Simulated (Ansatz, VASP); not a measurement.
**GaN: VASP beside Ansatz**

The input POSCAR:

```
GaN
1.0
    0.0000000000      2.2535006075      2.2535006075
    2.2535006075      0.0000000000      2.2535006075
    2.2535006075      2.2535006075      0.0000000000
Ga N
1 1
Direct
    0.0000000000      0.0000000000      0.0000000000
    0.2500000000      0.2500000000      0.2500000000
```

File INCAR.step1:

```
SYSTEM = GaN
  PREC = Accurate
  ENCUT = 520
  EDIFF = 1E-5
  ISMEAR = -1
  SIGMA = 0.05
  LREAL = .False.
  LASPH = .True.
  NELM = 80
  ALGO = Normal
  ISIF = 2
  LWAVE = .True.
  LCHARG = .False.
  NBANDS = 16
  GGA = PE
```

Contents of INCAR.step2:

```
SYSTEM = GaN
  PREC = Accurate
  ENCUT = 520
  EDIFF = 1E-6
  ISMEAR = -1
  SIGMA = 0.05
  LREAL = .False.
  LASPH = .True.
  NELM = 80
  ALGO = Normal
  ISIF = 2
  LWAVE = .False.
  LCHARG = .False.
  GGA = B5
  LHFCALC = .True.
  AEXX = 0.2
  AGGAX = 0.72
  AGGAC = 0.81
  ALDAC = 0.19
  PRECFOCK = Normal
  NBANDS = 16
  ISTART = 1
```

The input KPOINTS:

```
Automatic mesh
0
Gamma
  5 5 5
  0 0 0
```

input.yaml

```yaml
crystal:
  lattice:
    - [0.0, 2.2535006075, 2.2535006075]
    - [2.2535006075, 0.0, 2.2535006075]
    - [2.2535006075, 2.2535006075, 0.0]
  atoms:
    - { symbol: Ga, position: [0.0, 0.0, 0.0] }
    - { symbol: "N", position: [0.25, 0.25, 0.25] }
hamiltonian:
  xc: b3lyp5
  pseudopotentials: { kind: paw }
kpoints:
  mp_grid: { grid: [5, 5, 5] }
scf:
  occupations: { method: fermi_dirac, width: 0.05 }
output:
  forces: true
  stress: true
  eigenvalues: true
```

Alike in both runs: task single point; functional B3LYP5; k mesh 5 × 5 × 5; occupations fermi-dirac, width 0.05 eV; no spin polarisation.

|  | VASP | Ansatz |
| --- | --- | --- |
| version | VASP 6.6.1 | Ansatz 0.2.0 |
| potentials or method | VASP PAW PBE potentials, release 64 (Ga_d, N) | Ansatz PAW |
| plane-wave cutoff (eV) | 520 | 420 |
| valence electrons in the cell | 18 | 18 |

|  | VASP | Ansatz | Ansatz less VASP |
| --- | --- | --- | --- |
| gap on the k mesh at the Fermi level (eV) | 3.42 | 3.40 | -0.026 |
| least direct gap on the mesh (eV) | 3.42 | 3.40 | -0.026 |
| pressure (GPa) | 5.4 | 4.1 | -1.28 |

VASP's potentials were made for PBE, not for B3LYP5.

The k mesh is coarse, so the values compare programs but aren't converged. Noted on Ansatz's run: odd divisions of the mesh miss points on the zone boundary, where band edges often lie, so the gap on the mesh can be too wide.
